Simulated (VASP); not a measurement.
# SnTe (Fm-3m) in VASP: single point with PBE

Aim: the single point of SnTe with PBE.

Everything below comes from runs of VASP 6.6.1. Logs are shortened: lines on timing, memory, paths and dates and some standing lists are left out, and cuts for length are marked.

**1. The cell of the first run**

The structure is cubic, space group Fm-3m (No. 225). The conventional cell has a = 6.306 Å, b = 6.306 Å, c = 6.306 Å, α = 90.00°, β = 90.00°, γ = 90.00°. Within 4.1 Å of Sn (site symmetry m-3m) lie 6 Te at 3.15 Å. Te (site symmetry m-3m) has 6 Sn at 3.15 Å within 4.1 Å.

**2. Single point, PBE (strain -1.1%)**

Input file INCAR:

```
ALGO = Normal
EDIFF = 1E-6
ENCUT = 520
GGA = PE
ISIF = 2
ISMEAR = -1
LASPH = T
LCHARG = T
LELF = T
LREAL = F
LVHAR = T
LWAVE = F
NBANDS = 17
NELM = 80
PREC = Accurate
SIGMA = 0.02
```

Input file KPOINTS:

```
k-points
0
Gamma
  8 8 8
```

Input file POSCAR:

```
SnTe
1.0
    0.0000000000      3.1529719749      3.1529719749
    3.1529719749      0.0000000000      3.1529719749
    3.1529719749      3.1529719749      0.0000000000
Sn Te
1 1
Direct
    0.0000000000      0.0000000000      0.0000000000
    0.5000000000      0.5000000000      0.5000000000
```

Potentials or basis: VASP PAW PBE potentials, release 64 (Sn_d, Te).

Command:

```sh
$ cat potpaw_PBE.64/Sn_d/POTCAR potpaw_PBE.64/Te/POTCAR > POTCAR
$ mpirun -np 1 vasp_std > vasp.out
```

OUTCAR:

```text
EDIFF = 1E-6
   ENCUT = 520
   GGA = PE
   ISIF = 2
   ISMEAR = -1
   LASPH = T
   LREAL = F
   NELM = 80
   PREC = Accurate

 ion  position               nearest neighbor table
   1  0.000  0.000  0.000-   2 3.15   2 3.15   2 3.15   2 3.15   2 3.15   2 3.15
   2  0.500  0.500  0.500-   1 3.15   1 3.15   1 3.15   1 3.15   1 3.15   1 3.15

  LATTYP: Found a face centered cubic cell.
 ALAT       =     6.3059439498

  Lattice vectors:

 A1 = (   0.0000000000,   3.1529719749,   3.1529719749)
 A2 = (   3.1529719749,   0.0000000000,   3.1529719749)
 A3 = (   3.1529719749,   3.1529719749,   0.0000000000)

Analysis of symmetry for initial positions (statically):
=====================================================================
 Subroutine PRICEL returns:
 Original cell was already a primitive cell.

 Routine SETGRP: Setting up the symmetry group for a
 face centered cubic supercell.

 Subroutine GETGRP returns: Found 48 space group operations
 (whereof 48 operations were pure point group operations)
 out of a pool of 48 trial point group operations.

The static configuration has the point symmetry O_h .

Analysis of symmetry for dynamics (positions and initial velocities):
=====================================================================
 Subroutine PRICEL returns:
 Original cell was already a primitive cell.

 Routine SETGRP: Setting up the symmetry group for a
 face centered cubic supercell.

 Subroutine GETGRP returns: Found 48 space group operations
 (whereof 48 operations were pure point group operations)
 out of a pool of 48 trial point group operations.

The dynamic configuration has the point symmetry O_h .

 Subroutine INISYM returns: Found 48 space group operations
 (whereof 48 operations are pure point group operations),
 and found     1 'primitive' translations

----------------------------------------------------------------------------------------

                                     Primitive cell

  volume of cell :      62.6889

  direct lattice vectors                    reciprocal lattice vectors
     0.000000000  3.152971975  3.152971975    -0.158580541  0.158580541  0.158580541
     3.152971975  0.000000000  3.152971975     0.158580541 -0.158580541  0.158580541
     3.152971975  3.152971975  0.000000000     0.158580541  0.158580541 -0.158580541

  length of vectors
     4.458975729  4.458975729  4.458975729     0.274669553  0.274669553  0.274669553

  position of ions in fractional coordinates (direct lattice)
     0.000000000  0.000000000  0.000000000
     0.500000000  0.500000000  0.500000000

  ion indices of the primitive-cell ions
   primitive index   ion index
                 1           1
                 2           2

----------------------------------------------------------------------------------------

 KPOINTS: k-points

Automatic generation of k-mesh.
 Grid dimensions read from file:
 generate k-points for:    8    8    8

 Generating k-lattice:

  Cartesian coordinates                     Fractional coordinates (reciprocal lattice)
    -0.019822568  0.019822568  0.019822568     0.125000000  0.000000000  0.000000000
     0.019822568 -0.019822568  0.019822568     0.000000000  0.125000000  0.000000000
     0.019822568  0.019822568 -0.019822568     0.000000000  0.000000000  0.125000000

  Length of vectors
     0.034333694  0.034333694  0.034333694

  Shift w.r.t. Gamma in fractional coordinates (k-lattice)
     0.000000000  0.000000000  0.000000000

 Subroutine IBZKPT returns following result:
 ===========================================

 Found     29 irreducible k-points:

 Following reciprocal coordinates:
            Coordinates               Weight
  0.000000  0.000000  0.000000      1.000000
  0.125000  0.000000  0.000000      8.000000
  0.250000  0.000000  0.000000      8.000000
  0.375000  0.000000  0.000000      8.000000
  0.500000  0.000000  0.000000      4.000000
  0.125000  0.125000  0.000000      6.000000
[... 16 lines left out ...]
  0.500000  0.250000  0.125000     48.000000
 -0.375000  0.250000  0.125000     24.000000
 [... further k-points ...]
   k-points           NKPTS =     29   k-points in BZ     NKDIM =     29   number of bands    NBANDS=     17
   number of dos      NEDOS =    301   number of ions     NIONS =      2
   total plane-waves  NPLWV =  46656
   dimension x,y,z NGX =    36 NGY =   36 NGZ =   36
   dimension x,y,z NGXF=    72 NGYF=   72 NGZF=   72
   ions per type =               1   1
   NGX,Y,Z   is equivalent  to a cutoff of  13.42, 13.42, 13.42 a.u.
   NGXF,Y,Z  is equivalent  to a cutoff of  26.84, 26.84, 26.84 a.u.
 SYSTEM =  unknown system
   PREC   = accura    normal or accurate (medium, high low for compatibility)
   ISTART =      0    job   : 0-new  1-cont  2-samecut
   ICHARG =      2    charge: 1-file 2-atom 10-const
   ISPIN  =      1    spin polarized calculation?
   LNONCOLLINEAR =      F non collinear calculations
   LSORBIT =      F    spin-orbit coupling
   LASPH  =      T    aspherical Exc in radial PAW
   ENCUT  =  520.0 eV  38.22 Ry    6.18 a.u.   8.29  8.29  8.29*2*pi/ulx,y,z
   NELM   =     80;   NELMIN=  2; NELMDL= -5     # of ELM steps
   EDIFF  = 0.1E-05   stopping-criterion for ELM
   LREAL  =      F    real-space projection
   EDIFFG = 0.1E-04   stopping-criterion for IOM
   NSW    =      0    number of steps for IOM
   IBRION =     -1    ionic relax: 0-MD 1-quasi-New 2-CG
   NFREE  =      0    steps in history (QN), initial steepest desc. (CG)
   ISIF   =      2    stress and relaxation
   ISYM   =      2    0-nonsym 1-usesym 2-fastsym
   POTIM  = 0.5000    time-step for ionic-motion
   TEBEG  =    0.0;   TEEND  =   0.0 temperature during run
   PSTRESS=    0.0 pullay stress
   NELECT =      20.0000    total number of electrons
   NUPDOWN=      -1.0000    fix difference up-down
   EMIN   =  10.00;   EMAX   =-10.00  energy-range for DOS
   EFERMI =   0.00;   METHOD = LEGACY
   ISMEAR =    -1;   SIGMA  =   0.02  broadening in eV -4-tet -1-fermi 0-gaus
   EFERMI_NEDOS =   21; number of points for ismear=-14 and -15
   IALGO  =     38    algorithm
   IMIX   =      4    mixing-type and parameters
     AMIX     =   0.40;   BMIX     =  1.00
     AMIX_MAG =   1.60;   BMIX_MAG =  1.00
  volume/ion in A,a.u.               =      31.34       211.52
  Fermi-wavevector in a.u.,A,eV,Ry     =   1.118634  2.113912 17.025545  1.251342
  Thomas-Fermi vector in A             =   2.255267
   LORBIT       =      0    0 simple, 1 ext, 2 COOP (PROOUT), +10 PAW based schemes
   GGA     = PE    functional components
[... 5 lines left out ...]
 non-spin polarized calculation
  energy-cutoff  :      520.00
  volume of cell :       62.69
 maximum number of plane-waves:      1708
 NGX is ok and might be reduce to    36
   NGX = 17   NGY = 17   NGZ = 17

 number of electron      19.9999999 magnetization

 Free energy of the ion-electron system (eV)
  ---------------------------------------------------
  ext. energy  EPLUGINS =         0.00000000
  ---------------------------------------------------
  free energy    TOTEN  =        -7.54283962 eV

  energy without entropy =       -7.54264278  energy(sigma->0) =       -7.54274120

 E-fermi :   6.9900     XC(G=0):  -9.4864

 val. band max:        6.9450277623   @ k =   0.5000   0.0000   0.0000
 cond. band min:       7.0349874077   @ k =   0.5000   0.0000   0.0000
 fundamental gap:      0.0899596453
 Fermi energy:         6.9900075548

 k-point     1 :       0.0000    0.0000    0.0000
  band No.  band energies     occupation
      1     -14.9737      2.00000
      2     -14.9737      2.00000
      3     -14.9680      2.00000
      4     -14.9680      2.00000
      5     -14.9680      2.00000
      6      -5.8572      2.00000
[... 9 lines left out ...]
     16      11.6857      0.00000
     17      13.7621      0.00000

 k-point     2 :       0.1250    0.0000    0.0000
  band No.  band energies     occupation
      1     -14.9743      2.00000
      2     -14.9743      2.00000
      3     -14.9677      2.00000
      4     -14.9671      2.00000
      5     -14.9671      2.00000
      6      -5.7260      2.00000
[... 9 lines left out ...]
     16      12.0069      0.00000
     17      14.7405      0.00000

 k-point     3 :       0.2500    0.0000    0.0000
  band No.  band energies     occupation
      1     -14.9761      2.00000
      2     -14.9761      2.00000
      3     -14.9672      2.00000
      4     -14.9647      2.00000
      5     -14.9647      2.00000
      6      -5.3567      2.00000
[... 9 lines left out ...]
     16      12.8938      0.00000
     17      16.7265      0.00000

 k-point     4 :       0.3750    0.0000    0.0000
  band No.  band energies     occupation
      1     -14.9781      2.00000
      2     -14.9781      2.00000
      3     -14.9666      2.00000
      4     -14.9621      2.00000
      5     -14.9621      2.00000
      6      -4.8609      2.00000
[... 9 lines left out ...]
     16      14.2698      0.00000
     17      17.2347      0.00000
[... 343 lines left out ...]
      1     -14.9805      2.00000
      2     -14.9737      2.00000
      3     -14.9683      2.00000
      4     -14.9629      2.00000
      5     -14.9624      2.00000
      6      -5.0579      2.00000
[... 9 lines left out ...]
     16      15.0152      0.00000
     17      15.2116      0.00000

 k-point    23 :       0.5000    0.2500    0.1250
  band No.  band energies     occupation
      1     -14.9818      2.00000
      2     -14.9753      2.00000
      3     -14.9666      2.00000
      4     -14.9622      2.00000
      5     -14.9607      2.00000
      6      -4.6269      2.00000
[... 9 lines left out ...]
     16      15.1997      0.00000
     17      16.5129      0.00000

 k-point    24 :      -0.3750    0.2500    0.1250
  band No.  band energies     occupation
      1     -14.9821      2.00000
      2     -14.9762      2.00000
      3     -14.9651      2.00000
      4     -14.9629      2.00000
      5     -14.9598      2.00000
      6      -4.3982      2.00000
[... 9 lines left out ...]
     16      16.3207      0.00000
     17      16.4221      0.00000

 [... further k-points ...]

------------------------ aborting loop because EDIFF is reached ----------------------------------------

  FORCE on cell =-STRESS in cart. coord.  units (eV):
  Direction    XX          YY          ZZ          XY          YZ          ZX
  --------------------------------------------------------------------------------------
  -------------------------------------------------------------------------------------
  Total        0.8327316      0.8327316      0.8327316      0.0000000      0.0000000      0.0000000
  in kB       21.2826293     21.2826293     21.2826293      0.0000000      0.0000000      0.0000000
  external PRESSURE =      21.2826293 kB  Pullay stress =       0.0000000 kB

 VOLUME and BASIS-vectors are now :
 -----------------------------------------------------------------------------
  energy-cutoff  :      520.00
  volume of cell :       62.69
      direct lattice vectors                 reciprocal lattice vectors
     0.000000000  3.152971975  3.152971975    -0.158580541  0.158580541  0.158580541
     3.152971975  0.000000000  3.152971975     0.158580541 -0.158580541  0.158580541
     3.152971975  3.152971975  0.000000000     0.158580541  0.158580541 -0.158580541

 POSITION                                       TOTAL-FORCE (eV/Angst)
 -----------------------------------------------------------------------------------
      0.00000      0.00000      0.00000        -0.000000     -0.000000     -0.000000
      3.15297      3.15297      3.15297         0.000000      0.000000      0.000000
 -----------------------------------------------------------------------------------
    total drift:                               -0.000000      0.000000      0.000000

  FREE ENERGIE OF THE ION-ELECTRON SYSTEM (eV)
  ---------------------------------------------------
  free  energy   TOTEN  =        -7.5428396187 eV

  energy  without entropy=       -7.5426427797  energy(sigma->0) =       -7.54274120
```

Wall time 84 s (1 thread of AMD EPYC 7R13, shared host); peak memory 0.18 GiB.

What came out:

* Free energy: -7.5428 eV
* Pressure: 2.1 GPa
* Band gap on the k mesh: 0.09 eV, direct

Caveat: the cell differs from its parent crystal (strain -1.1%); spin-orbit coupling is left out, which moves the levels of the heavy elements.
